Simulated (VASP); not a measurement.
A run of VASP 6.6.1 is set up as follows.

Contents of INCAR:

```
SYSTEM = Au
PREC     = Accurate       ! precision mode
ENCUT    = 600            ! plane-wave cutoff, eV
EDIFF    = 1E-7           ! SCF threshold, eV
ISMEAR   = -1             ! smearing method
SIGMA    = 0.1            ! smearing width, eV
LREAL    = .False.        ! projectors in reciprocal space
LASPH    = .True.         ! aspherical terms in the spheres
NELM     = 60             ! most SCF steps
ALGO     = Normal         ! electronic algorithm
ISIF     = 3              ! what is computed and relaxed
LWAVE    = .False.        ! write WAVECAR
LCHARG   = .False.        ! write CHGCAR
GGA      = PE             ! functional
IBRION   = 2              ! ionic algorithm
NSW      = 80             ! ionic steps
EDIFFG   = -0.01          ! ionic threshold
```

KPOINTS

```
Automatic mesh
0
Gamma
  13 13 13
  0 0 0
```

File POSCAR:

```
Au
1.0
    0.0000000000      2.0350000000      2.0350000000
    2.0350000000      0.0000000000      2.0350000000
    2.0350000000      2.0350000000      0.0000000000
Au
1
Direct
    0.0000000000      0.0000000000      0.0000000000
```

Potentials or basis: VASP PAW PBE potentials, release 64 (Au).

Launch:

```bash
$ cat potpaw_PBE.64/Au/POTCAR > POTCAR
$ mpirun -np 1 vasp_std > vasp.out
```

Problem. Estimate the relaxed volume.

Solution. 17.93 Å³/atom.

Problem. What does it give for the relaxed cell?

Solution. a = 2.938 Å, b = 2.938 Å, c = 2.938 Å, α = 60.00°, β = 60.00°, γ = 60.00°.

Problem. What does it give for the space group after relaxing (to 0.05 Å)?

Solution. Fm-3m (No. 225).

Final structure:
```
Au
1.0
     0.00000    2.07755    2.07755
     2.07755    0.00000    2.07755
     2.07755    2.07755    0.00000
Au
1
Direct
  0.00000 0.00000 0.00000
```

 PBE usually gives volumes a little too large and moduli too small.
